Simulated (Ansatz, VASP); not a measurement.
## Na in VASP and in Ansatz

Contents of INCAR:

```
PREC = Accurate
ENCUT = 600
EDIFF = 1E-6
ISMEAR = -1
SIGMA = 0.1
LREAL = False
LASPH = True
NELM = 60
ALGO = Normal
ISIF = 3
LWAVE = False
LCHARG = False
GGA = PE
IBRION = 2
NSW = 60
EDIFFG = -0.005
```

The input KPOINTS:

```
Automatic mesh
0
Gamma
  13 13 13
```

The input POSCAR:

```
Na
1.0
    0.0000000000      2.6440235555      2.6440235555
    2.6440235555      0.0000000000      2.6440235555
    2.6440235555      2.6440235555      0.0000000000
Na
1
Direct
    0.0000000000      0.0000000000      0.0000000000
```

Input for Ansatz:

```yaml
crystal:
  lattice:
    - [0.0, 2.6440235555, 2.6440235555]
    - [2.6440235555, 0.0, 2.6440235555]
    - [2.6440235555, 2.6440235555, 0.0]
  atoms:
    - { symbol: Na, position: [0.0, 0.0, 0.0] }
kpoints:
  mp_grid: { grid: [13, 13, 13] }
scf:
  occupations: { method: fermi_dirac, width: 0.1 }
hamiltonian:
  xc: pbe
  pseudopotentials: { kind: paw }
output:
  forces: true
  stress: true
relax:
  f_tol: 0.005
  max_steps: 40
  cell: {}
```

Alike in both runs: task relaxation of cell and atoms; functional PBE; k mesh 13 × 13 × 13; occupations fermi-dirac, width 0.1 eV; no spin polarisation.

```csv
,VASP,Ansatz
version,VASP 6.6.1,Ansatz 0.2.0
potentials or method,"VASP PAW PBE potentials, release 64 (Na_pv)","PAW with Ansatz's default frozen-core files, scalar-relativistic"
plane-wave cutoff (eV),600,420
valence electrons in the cell,7,9
```

|  | VASP | Ansatz | Ansatz less VASP |
| --- | --- | --- | --- |
| relaxed volume (Å³/atom) | 36.97 | 36.97 | 0.000 |
| relaxed cell length with the largest relative difference (Å) | 3.739 | 3.739 | 0.0000 |

VASP's potentials hold 7 valence electrons a cell and Ansatz's 9, so a difference there can come from the potentials and not from the codes.

Noted on VASP's run: the relaxation stopped at its first step, so nothing moved.
